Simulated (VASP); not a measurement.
# CoO (R-3m) in VASP: single point with PBEsol

Aim: the single point of CoO with PBEsol.

All numbers are computed with VASP 6.6.1; they aren't measurements. Logs are shortened: lines on timing, memory, paths and dates and some standing lists are left out, and cuts for length are marked.

## 1. The cell of the first run

It takes space group R-3m (No. 166, trigonal). The conventional cell has a = 3.056 Å, b = 3.056 Å, c = 6.644 Å, α = 90.00°, β = 90.00°, γ = 120.00°. Within 2.8 Å of Co (site symmetry -3m) lie 6 O at 2.08 Å. O (site symmetry -3m) has 6 Co at 2.08 Å within 2.8 Å.

## 2. Single point, PBEsol, collinear spin, ferromagnetic start

Input file INCAR:

```
  PREC = Accurate
  ENCUT = 520
  EDIFF = 1E-7
  ISMEAR = 0
  SIGMA = 0.1
  LREAL = F
  LASPH = T
  NELM = 150
  ALGO = Normal
  ISIF = 2
  LWAVE = F
  LCHARG = F
  ISPIN = 2
  MAGMOM = 2.53 0.31
  LORBIT = 11
  LMAXMIX = 4
  GGA = PS
  NBANDS = 18
```

Input file KPOINTS:

```
regular mesh
0
Gamma
  18 18 18
```

Input file POSCAR:

```
CoO
1.0
    1.5280577606      0.8822245594      2.2147373466
   -1.5280577606      0.8822245594      2.2147373466
    0.0000000000     -1.7644491188      2.2147373466
Co O
1 1
Direct
    0.0000000000      0.0000000000      0.0000000000
    0.5000000000      0.5000000000      0.5000000000
```

Potentials or basis: VASP PAW PBE potentials, release 64 (Co, O).

On the command line:

```console
cat potpaw_PBE.64/Co/POTCAR potpaw_PBE.64/O/POTCAR > POTCAR
mpirun -np 1 vasp_std > vasp.out
```

OUTCAR:

```text
PREC = Accurate
   ENCUT = 520
   EDIFF = 1E-7
   ISMEAR = 0
   LREAL = F
   LASPH = T
   NELM = 150
   ISIF = 2
   ISPIN = 2
   LORBIT = 11
   GGA = PS

 ion  position               nearest neighbor table
   1  0.000  0.000  0.000-   2 2.08   2 2.08   2 2.08   2 2.08   2 2.08   2 2.08
   2  0.500  0.500  0.500-   1 2.08   1 2.08   1 2.08   1 2.08   1 2.08   1 2.08

  LATTYP: Found a trigonal (rhomboedric) cell.
 ALAT       =     2.8316677431
 COS(alpha) =     0.4175951938

  Lattice vectors:

 A1 = (   1.5280577606,   0.8822245594,   2.2147373466)
 A2 = (  -1.5280577606,   0.8822245594,   2.2147373466)
 A3 = (   0.0000000000,  -1.7644491188,   2.2147373466)

Analysis of symmetry for initial positions (statically):
=====================================================================
 Subroutine PRICEL returns:
 Original cell was already a primitive cell.

 Routine SETGRP: Setting up the symmetry group for a
 trigonal (rhombohedral) supercell.

 Subroutine GETGRP returns: Found 12 space group operations
 (whereof 12 operations were pure point group operations)
 out of a pool of 12 trial point group operations.

The static configuration has the point symmetry D_3d.

Analysis of symmetry for dynamics (positions and initial velocities):
=====================================================================
 Subroutine PRICEL returns:
 Original cell was already a primitive cell.

 Routine SETGRP: Setting up the symmetry group for a
 trigonal (rhombohedral) supercell.

 Subroutine GETGRP returns: Found 12 space group operations
 (whereof 12 operations were pure point group operations)
 out of a pool of 12 trial point group operations.

The dynamic configuration has the point symmetry D_3d.

Analysis of structural, dynamic, and magnetic symmetry:
=====================================================================
 Subroutine PRICEL returns:
 Original cell was already a primitive cell.

 Routine SETGRP: Setting up the symmetry group for a
 trigonal (rhombohedral) supercell.

 Subroutine GETGRP returns: Found 12 space group operations
 (whereof 12 operations were pure point group operations)
 out of a pool of 12 trial point group operations.

The overall configuration has the point symmetry D_3d.

 Subroutine INISYM returns: Found 12 space group operations
 (whereof 12 operations are pure point group operations),
 and found     1 'primitive' translations

----------------------------------------------------------------------------------------

                                     Primitive cell

  volume of cell :      17.9140

  direct lattice vectors                    reciprocal lattice vectors
     1.528057761  0.882224559  2.214737347     0.327212762  0.188916376  0.150506937
    -1.528057761  0.882224559  2.214737347    -0.327212762  0.188916376  0.150506937
     0.000000000 -1.764449119  2.214737347     0.000000000 -0.377832752  0.150506937

  length of vectors
     2.831667743  2.831667743  2.831667743     0.406706192  0.406706192  0.406706192

  position of ions in fractional coordinates (direct lattice)
     0.000000000  0.000000000  0.000000000
     0.500000000  0.500000000  0.500000000

  ion indices of the primitive-cell ions
   primitive index   ion index
                 1           1
                 2           2

----------------------------------------------------------------------------------------

 KPOINTS: regular mesh

Automatic generation of k-mesh.
 Grid dimensions read from file:
 generate k-points for:   18   18   18

 Generating k-lattice:

  Cartesian coordinates                     Fractional coordinates (reciprocal lattice)
     0.018178487  0.010495354  0.008361496     0.055555556  0.000000000  0.000000000
    -0.018178487  0.010495354  0.008361496     0.000000000  0.055555556  0.000000000
     0.000000000 -0.020990708  0.008361496     0.000000000  0.000000000  0.055555556

  Length of vectors
     0.022594788  0.022594788  0.022594788

  Shift w.r.t. Gamma in fractional coordinates (k-lattice)
     0.000000000  0.000000000  0.000000000

 Subroutine IBZKPT returns following result:
 ===========================================

 Found    580 irreducible k-points:

 Following reciprocal coordinates:
            Coordinates               Weight
  0.000000  0.000000  0.000000      1.000000
  0.055556 -0.000000 -0.000000      6.000000
  0.111111 -0.000000 -0.000000      6.000000
  0.166667 -0.000000 -0.000000      6.000000
  0.222222  0.000000 -0.000000      6.000000
  0.277778 -0.000000 -0.000000      6.000000
[... 16 lines left out ...]
 -0.277778  0.055556  0.000000     12.000000
 -0.222222  0.055556  0.000000     12.000000
 [... further k-points ...]
   k-points           NKPTS =    580   k-points in BZ     NKDIM =    580   number of bands    NBANDS=     18
   number of dos      NEDOS =    301   number of ions     NIONS =      2
   total plane-waves  NPLWV =  13824
   dimension x,y,z NGX =    24 NGY =   24 NGZ =   24
   dimension x,y,z NGXF=    48 NGYF=   48 NGZF=   48
   ions per type =               1   1
   NGX,Y,Z   is equivalent  to a cutoff of  14.09, 14.09, 14.09 a.u.
   NGXF,Y,Z  is equivalent  to a cutoff of  28.18, 28.18, 28.18 a.u.
 SYSTEM =  unknown system
   PREC   = accura    normal or accurate (medium, high low for compatibility)
   ISTART =      0    job   : 0-new  1-cont  2-samecut
   ICHARG =      2    charge: 1-file 2-atom 10-const
   ISPIN  =      2    spin polarized calculation?
   LNONCOLLINEAR =      F non collinear calculations
   LSORBIT =      F    spin-orbit coupling
   LASPH  =      T    aspherical Exc in radial PAW
   ENCUT  =  520.0 eV  38.22 Ry    6.18 a.u.   5.27  5.27  5.27*2*pi/ulx,y,z
   NELM   =    150;   NELMIN=  2; NELMDL= -5     # of ELM steps
   EDIFF  = 0.1E-06   stopping-criterion for ELM
   LREAL  =      F    real-space projection
   EDIFFG = 0.1E-05   stopping-criterion for IOM
   NSW    =      0    number of steps for IOM
   IBRION =     -1    ionic relax: 0-MD 1-quasi-New 2-CG
   NFREE  =      0    steps in history (QN), initial steepest desc. (CG)
   ISIF   =      2    stress and relaxation
   ISYM   =      2    0-nonsym 1-usesym 2-fastsym
   POTIM  = 0.5000    time-step for ionic-motion
   TEBEG  =    0.0;   TEEND  =   0.0 temperature during run
   PSTRESS=    0.0 pullay stress
   NELECT =      15.0000    total number of electrons
   NUPDOWN=      -1.0000    fix difference up-down
   EMIN   =  10.00;   EMAX   =-10.00  energy-range for DOS
   EFERMI =   0.00;   METHOD = LEGACY
   ISMEAR =     0;   SIGMA  =   0.10  broadening in eV -4-tet -1-fermi 0-gaus
   EFERMI_NEDOS =   21; number of points for ismear=-14 and -15
   IALGO  =     38    algorithm
   IMIX   =      4    mixing-type and parameters
     AMIX     =   0.40;   BMIX     =  1.00
     AMIX_MAG =   1.60;   BMIX_MAG =  1.00
  volume/ion in A,a.u.               =       8.96        60.44
  Fermi-wavevector in a.u.,A,eV,Ry     =   1.543030  2.915904 32.394689  2.380942
  Thomas-Fermi vector in A             =   2.648751
   LORBIT       =     11    0 simple, 1 ext, 2 COOP (PROOUT), +10 PAW based schemes
   GGA     = PS    functional components
   LHFCALC =     F    Hartree Fock is set to
   AEXX    =    0.0000 exact exchange contribution
   IVDW    =     0    specifies the selected vdW correction
   LEPSILON=     F    determine dielectric tensor
   LRPA    =     F    only Hartree local field effects (RPA)
 spin polarized calculation
 Gauss-broadening in eV      SIGMA  =   0.10
  energy-cutoff  :      520.00
  volume of cell :       17.91
 maximum number of plane-waves:       493
 NGX is ok and might be reduce to    24
   NGX = 11   NGY = 11   NGZ = 11

 number of electron      15.0000002 magnetization       2.6756128

 Free energy of the ion-electron system (eV)
  ---------------------------------------------------
  ext. energy  EPLUGINS =         0.00000000
  ---------------------------------------------------
  free energy    TOTEN  =       -14.01337807 eV

  energy without entropy =      -13.99726128  energy(sigma->0) =      -14.00531967

 E-fermi :   8.8486     XC(G=0): -13.1141

 val. band max:        8.8480456679   @ k =   0.5000   0.4444   0.4444
 cond. band min:       8.8487892022   @ k =  -0.4444   0.3333   0.2222
 fundamental gap:      0.0007435343
 Fermi energy:         8.8485705121

 spin component 1

 k-point     1 :       0.0000    0.0000    0.0000
  band No.  band energies     occupation
      1     -12.0225      1.00000
      2       5.1524      1.00000
      3       5.1524      1.00000
      4       5.4000      1.00000
      5       5.4000      1.00000
      6       5.7324      1.00000
[... 10 lines left out ...]
     17      33.8179      0.00000
     18      34.8122      0.00000

 k-point     2 :       0.0556   -0.0000   -0.0000
  band No.  band energies     occupation
      1     -11.9871      1.00000
      2       4.7297      1.00000
      3       4.7332      1.00000
      4       5.2587      1.00000
      5       5.5717      1.00000
      6       5.6168      1.00000
[... 10 lines left out ...]
     17      33.0321      0.00000
     18      35.3347      0.00000

 k-point     3 :       0.1111   -0.0000   -0.0000
  band No.  band energies     occupation
      1     -11.8835      1.00000
      2       4.0250      1.00000
      3       4.2058      1.00000
      4       4.7565      1.00000
      5       5.6533      1.00000
      6       5.8147      1.00000
[... 10 lines left out ...]
     17      32.8193      0.00000
     18      36.4679      0.00000

 k-point     4 :       0.1667   -0.0000   -0.0000
  band No.  band energies     occupation
      1     -11.7196      1.00000
      2       3.2009      1.00000
      3       3.7180      1.00000
      4       4.3058      1.00000
      5       5.7485      1.00000
      6       6.0090      1.00000
[... 375 lines left out ...]
      4       3.1785      1.00000
      5       6.1635      1.00000
      6       6.4918      1.00000
[... 10 lines left out ...]
     17      35.2484      0.00000
     18      37.1979      0.00000

 k-point    23 :      -0.2778    0.0556    0.0000
  band No.  band energies     occupation
      1     -11.1836      1.00000
      2       1.3405      1.00000
      3       2.8677      1.00000
      4       3.4011      1.00000
      5       6.0602      1.00000
      6       6.3994      1.00000
[... 10 lines left out ...]
     17      36.2544      0.00000
     18      37.8351      0.00000

 k-point    24 :      -0.2222    0.0556    0.0000
  band No.  band energies     occupation
      1     -11.4195      1.00000
      2       2.0592      1.00000
      3       3.2193      1.00000
      4       3.7013      1.00000
      5       5.9496      1.00000
      6       6.2273      1.00000
[... 10 lines left out ...]
     17      36.3669      0.00000
     18      37.6018      0.00000

 [... further k-points ...]

 spin component 2

 k-point     1 :       0.0000    0.0000    0.0000
  band No.  band energies     occupation
      1     -11.5667      1.00000
      2       5.6476      1.00000
      3       5.6476      1.00000
      4       6.4167      1.00000
      5       7.3246      1.00000
      6       7.3246      1.00000
[... 10 lines left out ...]
     17      34.7287      0.00000
     18      35.6060      0.00000

 k-point     2 :       0.0556   -0.0000   -0.0000
  band No.  band energies     occupation
      1     -11.5306      1.00000
      2       5.3615      1.00000
      3       5.5164      1.00000
      4       6.2436      1.00000
      5       7.3813      1.00000
      6       7.4426      1.00000
[... 10 lines left out ...]
     17      33.8701      0.00000
     18      36.1397      0.00000

 k-point     3 :       0.1111   -0.0000   -0.0000
  band No.  band energies     occupation
      1     -11.4250      1.00000
      2       4.6717      1.00000
      3       5.2015      1.00000
      4       5.9005      1.00000
      5       7.5066      1.00000
      6       7.6446      1.00000
[... 10 lines left out ...]
     17      33.4884      0.00000
     18      37.2887      0.00000

 k-point     4 :       0.1667   -0.0000   -0.0000
  band No.  band energies     occupation
      1     -11.2577      1.00000
      2       3.8218      1.00000
      3       4.8208      1.00000
      4       5.5237      1.00000
      5       7.6549      1.00000
      6       7.8639      1.00000
[... 375 lines left out ...]
      4       4.4385      1.00000
      5       8.1943      1.00000
      6       8.4270      1.00000
[... 10 lines left out ...]
     17      35.6951      0.00000
     18      37.6962      0.00000

 k-point    23 :      -0.2778    0.0556    0.0000
  band No.  band energies     occupation
      1     -10.7093      1.00000
      2       1.9105      1.00000
      3       4.0107      1.00000
      4       4.6540      1.00000
      5       8.0678      1.00000
      6       8.3673      1.00000
[... 10 lines left out ...]
     17      36.7162      0.00000
     18      38.3804      0.00000

 k-point    24 :      -0.2222    0.0556    0.0000
  band No.  band energies     occupation
      1     -10.9508      1.00000
      2       2.6673      1.00000
      3       4.3284      1.00000
      4       4.9353      1.00000
      5       7.9280      1.00000
      6       8.1865      1.00000
[... 10 lines left out ...]
     17      36.8974      0.00000
     18      38.1694      0.00000

 [... further k-points ...]
[... 5 lines left out ...]
  --------------------------------------------------------------------------------------
  -------------------------------------------------------------------------------------
  Total       -0.1128235     -0.1128235     -0.0659752      0.0000000      0.0000000      0.0000000
  in kB      -10.0906141    -10.0906141     -5.9006350      0.0000000      0.0000000      0.0000000
  external PRESSURE =      -8.6939544 kB  Pullay stress =       0.0000000 kB

 VOLUME and BASIS-vectors are now :
 -----------------------------------------------------------------------------
  energy-cutoff  :      520.00
  volume of cell :       17.91
      direct lattice vectors                 reciprocal lattice vectors
     1.528057761  0.882224559  2.214737347     0.327212762  0.188916376  0.150506937
    -1.528057761  0.882224559  2.214737347    -0.327212762  0.188916376  0.150506937
     0.000000000 -1.764449119  2.214737347     0.000000000 -0.377832752  0.150506937

 POSITION                                       TOTAL-FORCE (eV/Angst)
 -----------------------------------------------------------------------------------
      0.00000      0.00000      0.00000         0.000000      0.000000      0.000000
      0.00000      0.00000      3.32211        -0.000000      0.000000      0.000000
 -----------------------------------------------------------------------------------
    total drift:                               -0.000000      0.000000     -0.000000

  FREE ENERGIE OF THE ION-ELECTRON SYSTEM (eV)
  ---------------------------------------------------
  free  energy   TOTEN  =       -14.0133780663 eV

  energy  without entropy=      -13.9972612810  energy(sigma->0) =      -14.00531967

 total charge

# of ion       s       p       d       tot
------------------------------------------
    1        0.320   0.411   7.213   7.944
    2        1.553   3.423   0.000   4.976
--------------------------------------------------
tot          1.873   3.833   7.213  12.920

 magnetization (x)

# of ion       s       p       d       tot
------------------------------------------
    1        0.019   0.019   2.332   2.370
    2        0.030   0.231   0.000   0.261
--------------------------------------------------
tot          0.050   0.250   2.332   2.631
```

Run time: 8.6 min. Hardware: 1 thread of Intel Xeon 8259CL, shared host; peak memory 0.39 GiB.

What came out:

* Free energy: -14.0134 eV
* Pressure: -0.9 GPa
* Net moment: 2.68 μB per cell
* Site moments: Co +2.37; O +0.26 μB
* Valence electrons inside the program's atomic spheres: Co 7.94; O 4.98

Stress tensor (GPa, compression positive):
```
-1.01  0.00  0.00
 0.00 -1.01  0.00
 0.00  0.00 -0.59
```

Levels at points of the mesh, in eV from the Fermi level:
Spin up:
```
           k point  band 5  band 6  band 7  band 8  band 9  band 10  band 11  band 12  band 13  band 14
(0.00, 0.00, 0.00)   -3.45   -3.12   -3.12   -3.01   -2.79     1.33    16.75    17.56    17.56    21.14
(0.50, 0.00, 0.00)   -2.56   -2.29   -1.64    0.15    0.38     5.27     9.48    13.63    15.67    22.00
(0.50, 0.50, 0.00)   -4.18   -2.84   -2.21   -1.96   -1.94     6.26    10.00    12.15    15.51    17.71
(0.50, 0.50, 0.50)   -2.13   -2.13   -1.39    0.46    0.46     4.44    11.45    12.13    12.13    20.01
```
Spin down:
| k point | band 4 | band 5 | band 6 | band 7 | band 8 | band 9 |
| --- | --- | --- | --- | --- | --- | --- |
| (0.00, 0.00, 0.00) | -2.43 | -1.52 | -1.52 | -0.99 | -0.22 | -0.22 |
| (0.50, 0.00, 0.00) | -4.61 | -0.49 | -0.37 | 0.43 | 2.47 | 2.72 |
| (0.50, 0.50, 0.00) | -3.78 | -2.61 | 0.04 | 0.07 | 0.40 | 0.81 |
| (0.50, 0.50, 0.50) | -5.79 | 0.06 | 0.06 | 0.39 | 2.85 | 2.85 |

Caveat: the PAW data sets were made with another functional, which shifts forces and pressure a little; a cell with one magnetic atom can't hold antiferromagnetic order, which such compounds often take; semilocal functionals often make such compounds metallic where correlation or magnetic order opens a gap, which also shifts bond lengths. With open d or f shells a metallic result of PBEsol can be an artefact of self-interaction; +U or a hybrid may open a gap.
